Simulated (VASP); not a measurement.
# Al (Pm-3m) in VASP: relaxation of cell and atoms with PBEsol

Aim: the relaxation of cell and atoms of Al with PBEsol.

Everything below comes from runs of VASP 6.6.1. Logs are shortened: lines on timing, memory, paths and dates and some standing lists are left out, and cuts for length are marked.

## 1. The cell of the first run

The structure is cubic, space group Pm-3m (No. 221). The conventional cell has a = 2.630 Å, b = 2.630 Å, c = 2.630 Å, α = 90.00°, β = 90.00°, γ = 90.00°. Al (site symmetry m-3m) has 6 Al at 2.63 Å within 3.5 Å.

This isn't the form of Al at room conditions, which is fcc.

## 2. Relaxation of cell and atoms, PBEsol

File INCAR:

```
SYSTEM = Al
PREC     = Accurate       ! precision mode
ENCUT    = 500            ! plane-wave cutoff, eV
EDIFF    = 1E-7           ! SCF threshold, eV
ISMEAR   = 0              ! smearing method
SIGMA    = 0.1            ! smearing width, eV
LREAL    = .False.        ! projectors in reciprocal space
LASPH    = .True.         ! aspherical terms in the spheres
NELM     = 120            ! most SCF steps
ALGO     = Normal         ! electronic algorithm
ISIF     = 3              ! what is computed and relaxed
LWAVE    = .False.        ! write WAVECAR
LCHARG   = .False.        ! write CHGCAR
GGA      = PS             ! functional
IBRION   = 2              ! ionic algorithm
NSW      = 80             ! ionic steps
EDIFFG   = -0.03          ! ionic threshold
GGA_COMPAT= .False.      
NELMIN   = 4
```

File KPOINTS:

```
regular mesh
0
Gamma
  16 16 16
  0 0 0
```

File POSCAR:

```
Al
1.0
    2.6300000000      0.0000000000      0.0000000000
    0.0000000000      2.6300000000      0.0000000000
    0.0000000000      0.0000000000      2.6300000000
Al
1
Direct
    0.0000000000      0.0000000000      0.0000000000
```

Potentials or basis: VASP PAW PBE potentials, release 64 (Al).

Command:

```console
cat potpaw_PBE.64/Al/POTCAR > POTCAR
mpirun -np 1 vasp_std > vasp.out
```

OUTCAR:

```text
SYSTEM = Al
   PREC = Accurate
   ENCUT = 500
   EDIFF = 1E-7
   ISMEAR = 0
   LREAL = .False.
   LASPH = .True.
   NELM = 120
   ISIF = 3
   GGA = PS
   IBRION = 2
   NSW = 80
   EDIFFG = -0.03
   NELMIN = 4

 ion  position               nearest neighbor table
   1  0.000  0.000  0.000-

  LATTYP: Found a simple cubic cell.
 ALAT       =     2.6300000000

  Lattice vectors:

 A1 = (   2.6300000000,   0.0000000000,   0.0000000000)
 A2 = (   0.0000000000,   2.6300000000,   0.0000000000)
 A3 = (   0.0000000000,   0.0000000000,   2.6300000000)

Analysis of symmetry for initial positions (statically):
=====================================================================
 Subroutine PRICEL returns:
 Original cell was already a primitive cell.

 Routine SETGRP: Setting up the symmetry group for a
 simple cubic supercell.

 Subroutine GETGRP returns: Found 48 space group operations
 (whereof 48 operations were pure point group operations)
 out of a pool of 48 trial point group operations.

The static configuration has the point symmetry O_h .

Analysis of symmetry for dynamics (positions and initial velocities):
=====================================================================
 Subroutine PRICEL returns:
 Original cell was already a primitive cell.

 Routine SETGRP: Setting up the symmetry group for a
 simple cubic supercell.

 Subroutine GETGRP returns: Found 48 space group operations
 (whereof 48 operations were pure point group operations)
 out of a pool of 48 trial point group operations.

The dynamic configuration has the point symmetry O_h .

 Subroutine INISYM returns: Found 48 space group operations
 (whereof 48 operations are pure point group operations),
 and found     1 'primitive' translations

----------------------------------------------------------------------------------------

                                     Primitive cell

  volume of cell :      18.1914

  direct lattice vectors                    reciprocal lattice vectors
     2.630000000  0.000000000  0.000000000     0.380228137  0.000000000  0.000000000
     0.000000000  2.630000000  0.000000000     0.000000000  0.380228137  0.000000000
     0.000000000  0.000000000  2.630000000     0.000000000  0.000000000  0.380228137

  length of vectors
     2.630000000  2.630000000  2.630000000     0.380228137  0.380228137  0.380228137

  position of ions in fractional coordinates (direct lattice)
     0.000000000  0.000000000  0.000000000

  ion indices of the primitive-cell ions
   primitive index   ion index
                 1           1

----------------------------------------------------------------------------------------

 KPOINTS: regular mesh

Automatic generation of k-mesh.
 Grid dimensions read from file:
 generate k-points for:   16   16   16

 Generating k-lattice:

  Cartesian coordinates                     Fractional coordinates (reciprocal lattice)
     0.023764259  0.000000000  0.000000000     0.062500000  0.000000000  0.000000000
     0.000000000  0.023764259  0.000000000     0.000000000  0.062500000  0.000000000
     0.000000000  0.000000000  0.023764259     0.000000000  0.000000000  0.062500000

  Length of vectors
     0.023764259  0.023764259  0.023764259

  Shift w.r.t. Gamma in fractional coordinates (k-lattice)
     0.000000000  0.000000000  0.000000000

 Subroutine IBZKPT returns following result:
 ===========================================

 Found    165 irreducible k-points:

 Following reciprocal coordinates:
            Coordinates               Weight
  0.000000  0.000000  0.000000      1.000000
  0.062500  0.000000  0.000000      6.000000
  0.125000  0.000000  0.000000      6.000000
  0.187500  0.000000  0.000000      6.000000
  0.250000  0.000000  0.000000      6.000000
  0.312500  0.000000  0.000000      6.000000
[... 16 lines left out ...]
  0.437500  0.125000  0.000000     24.000000
  0.500000  0.125000  0.000000     12.000000
 [... further k-points ...]
   k-points           NKPTS =    165   k-points in BZ     NKDIM =    165   number of bands    NBANDS=      5
   number of dos      NEDOS =    301   number of ions     NIONS =      1
   total plane-waves  NPLWV =   8000
   dimension x,y,z NGX =    20 NGY =   20 NGZ =   20
   dimension x,y,z NGXF=    40 NGYF=   40 NGZF=   40
   ions per type =               1
   NGX,Y,Z   is equivalent  to a cutoff of  12.64, 12.64, 12.64 a.u.
   NGXF,Y,Z  is equivalent  to a cutoff of  25.28, 25.28, 25.28 a.u.
 SYSTEM =  Al
   PREC   = accura    normal or accurate (medium, high low for compatibility)
   ISTART =      0    job   : 0-new  1-cont  2-samecut
   ICHARG =      2    charge: 1-file 2-atom 10-const
   ISPIN  =      1    spin polarized calculation?
   LNONCOLLINEAR =      F non collinear calculations
   LSORBIT =      F    spin-orbit coupling
   LASPH  =      T    aspherical Exc in radial PAW
   ENCUT  =  500.0 eV  36.75 Ry    6.06 a.u.   4.80  4.80  4.80*2*pi/ulx,y,z
   NELM   =    120;   NELMIN=  4; NELMDL= -5     # of ELM steps
   EDIFF  = 0.1E-06   stopping-criterion for ELM
   LREAL  =      F    real-space projection
   EDIFFG = -.3E-01   stopping-criterion for IOM
   NSW    =     80    number of steps for IOM
   IBRION =      2    ionic relax: 0-MD 1-quasi-New 2-CG
   NFREE  =      1    steps in history (QN), initial steepest desc. (CG)
   ISIF   =      3    stress and relaxation
   ISYM   =      2    0-nonsym 1-usesym 2-fastsym
   POTIM  = 0.5000    time-step for ionic-motion
   TEBEG  =    0.0;   TEEND  =   0.0 temperature during run
   PSTRESS=    0.0 pullay stress
   NELECT =       3.0000    total number of electrons
   NUPDOWN=      -1.0000    fix difference up-down
   EMIN   =  10.00;   EMAX   =-10.00  energy-range for DOS
   EFERMI =   0.00;   METHOD = LEGACY
   ISMEAR =     0;   SIGMA  =   0.10  broadening in eV -4-tet -1-fermi 0-gaus
   EFERMI_NEDOS =   21; number of points for ismear=-14 and -15
   IALGO  =     38    algorithm
   IMIX   =      4    mixing-type and parameters
     AMIX     =   0.40;   BMIX     =  1.00
     AMIX_MAG =   1.60;   BMIX_MAG =  1.00
  volume/ion in A,a.u.               =      18.19       122.76
  Fermi-wavevector in a.u.,A,eV,Ry     =   0.897758  1.696517 10.965891  0.805970
  Thomas-Fermi vector in A             =   2.020383
   LORBIT       =      0    0 simple, 1 ext, 2 COOP (PROOUT), +10 PAW based schemes
   GGA     = PS    functional components
   LHFCALC =     F    Hartree Fock is set to
   AEXX    =    0.0000 exact exchange contribution
   IVDW    =     0    specifies the selected vdW correction
   LEPSILON=     F    determine dielectric tensor
   LRPA    =     F    only Hartree local field effects (RPA)
 conjugate gradient relaxation of ions
 non-spin polarized calculation
 Gauss-broadening in eV      SIGMA  =   0.10
  energy-cutoff  :      500.00
  volume of cell :       18.19
 maximum number of plane-waves:       480
 NGX is ok and might be reduce to    20
   NGX =  9   NGY =  9   NGZ =  9

--------------------------------------- Ionic step        1  -------------------------------------------

 number of electron       3.0000000 magnetization

 Free energy of the ion-electron system (eV)
  ---------------------------------------------------
  ext. energy  EPLUGINS =         0.00000000
  ---------------------------------------------------
  free energy    TOTEN  =        -3.66150941 eV

  energy without entropy =       -3.65960007  energy(sigma->0) =       -3.66055474

------------------------ aborting loop because EDIFF is reached ----------------------------------------

  FORCE on cell =-STRESS in cart. coord.  units (eV):
  Direction    XX          YY          ZZ          XY          YZ          ZX
  --------------------------------------------------------------------------------------
  -------------------------------------------------------------------------------------
  Total        0.6686619      0.6686619      0.6686619     -0.0000000     -0.0000000      0.0000000
  in kB       58.8911299     58.8911299     58.8911299     -0.0000000     -0.0000000      0.0000000
  external PRESSURE =      58.8911299 kB  Pullay stress =       0.0000000 kB
[... 55 lines left out ...]
  energy  without entropy=       -3.6852697238  energy(sigma->0) =       -3.68623334

--------------------------------------- Ionic step        3  -------------------------------------------

 number of electron       3.0000000 magnetization

 Free energy of the ion-electron system (eV)
  ---------------------------------------------------
  ext. energy  EPLUGINS =         0.00000000
  ---------------------------------------------------
  free energy    TOTEN  =        -3.68789911 eV

  energy without entropy =       -3.68598942  energy(sigma->0) =       -3.68694426

 E-fermi :   5.7787     XC(G=0):  -9.5662

 val. band max:        5.7173577784   @ k =   0.3125   0.1250   0.0625
 cond. band min:       5.8105389003   @ k =   0.3750   0.3125   0.1250
 fundamental gap:      0.0931811218
 Fermi energy:         5.7786838629

 k-point     1 :       0.0000    0.0000    0.0000
  band No.  band energies     occupation
      1      -3.8797      2.00000
      2      13.8336      0.00000
      3      13.8336      0.00000
      4      15.0677      0.00000
      5      15.0677      0.00000

 k-point     2 :       0.0625    0.0000    0.0000
  band No.  band energies     occupation
      1      -3.8013      2.00000
      2      12.4713      0.00000
      3      13.8996      0.00000
      4      15.1333      0.00000
      5      15.1333      0.00000
[... 169 lines left out ...]
 k-point    24 :       0.5000    0.1250    0.0000
  band No.  band energies     occupation
      1       0.8787      2.00000
      2       1.9022      2.00000
      3      14.1882      0.00000
      4      16.6479      0.00000
      5      18.9152      0.00000

 [... further k-points ...]

------------------------ aborting loop because EDIFF is reached ----------------------------------------

  FORCE on cell =-STRESS in cart. coord.  units (eV):
  Direction    XX          YY          ZZ          XY          YZ          ZX
  --------------------------------------------------------------------------------------
  -------------------------------------------------------------------------------------
  Total        0.0031524      0.0031524      0.0031524     -0.0000000     -0.0000000      0.0000000
  in kB        0.2559980      0.2559980      0.2559980     -0.0000000     -0.0000000      0.0000000
  external PRESSURE =       0.2559980 kB  Pullay stress =       0.0000000 kB
[... 16 lines left out ...]
  FREE ENERGIE OF THE ION-ELECTRON SYSTEM (eV)
  ---------------------------------------------------
  free  energy   TOTEN  =        -3.6878991086 eV

  energy  without entropy=       -3.6859894157  energy(sigma->0) =       -3.68694426

 reached required accuracy - stopping structural energy minimisation
```

Wall time 15 s (1 thread of Intel Xeon 8259CL, shared host); peak memory 0.13 GiB.

Results:

* Free energy: -3.6879 eV
* Relaxed volume: 19.73 Å³/atom
* Relaxed cell: a = 2.702 Å, b = 2.702 Å, c = 2.702 Å, α = 90.00°, β = 90.00°, γ = 90.00°
* Space group after relaxing (to 0.1 Å): Pm-3m (No. 221)
* Energy gained by relaxing: 26.4 meV/atom
* Ionic steps: 3
* Pressure after relaxing: 0.0 GPa
* Band gap on the k mesh: zero (an odd number of electrons rules out a gap without spin polarisation)

The path:
```csv
step,energy change (eV),largest force (eV/Å),pressure (GPa),volume (Å³)
1,0.0000,0.0000,5.89,18.19
2,-0.0257,0.0000,-0.81,20.01
3,-0.0264,0.0000,0.03,19.73
```

Final structure:
```yaml
crystal:
  lattice:
    - [2.70212, 0.00000, 0.00000]
    - [0.00000, 2.70212, 0.00000]
    - [0.00000, 0.00000, 2.70212]
  atoms:
    - { symbol: Al, position: [0.00000, 0.00000, 0.00000] }
```

Caveat: the PAW data sets were made with another functional, which shifts forces and pressure a little.

The gap in the log of VASP goes by the Fermi energy; the results here count the filled bands.